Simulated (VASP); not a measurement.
Input of a VASP 6.6.1 run:

The input INCAR:

```
SYSTEM = HfN
ALGO     = Normal         ! electronic algorithm
EDIFF    = 1E-6           ! SCF threshold, eV
ENCUT    = 520            ! plane-wave cutoff, eV
GGA      = PE             ! functional
ISIF     = 2              ! what is computed and relaxed
ISMEAR   = 0              ! smearing method
LASPH    = .True.         ! aspherical terms in the spheres
LCHARG   = .False.        ! write CHGCAR
LREAL    = .False.        ! projectors in reciprocal space
LWAVE    = .False.        ! write WAVECAR
NBANDS   = 14             ! bands
NELM     = 100            ! most SCF steps
PREC     = Accurate       ! precision mode
SIGMA    = 0.15           ! smearing width, eV
```

KPOINTS

```
k-points
0
Gamma
  16 16 16
  0 0 0
```

Contents of POSCAR:

```
HfN
1.0
    0.0000000000      2.2738140414      2.2738140414
    2.2738140414      0.0000000000      2.2738140414
    2.2738140414      2.2738140414      0.0000000000
Hf N
1 1
Direct
    0.0000000000      0.0020086494      0.0000000000
    0.5000000000      0.4744042393      0.5000000000
```

Potentials or basis: VASP PAW PBE potentials, release 64 (Hf_pv, N).

Launch:

```bash
$ cat potpaw_PBE.64/Hf_pv/POTCAR potpaw_PBE.64/N/POTCAR > POTCAR
$ mpirun -np 1 vasp_std > vasp.out
```

(1) Estimate the pressure.

(2) Estimate the largest force.

Results:

(1) -1.3 GPa.

(2) 0.966 eV/Å.

Caveat: the cell differs from its parent crystal (mode 4 frozen in at -0.058 Å and mode 6 at -0.058 Å (largest displacements)).
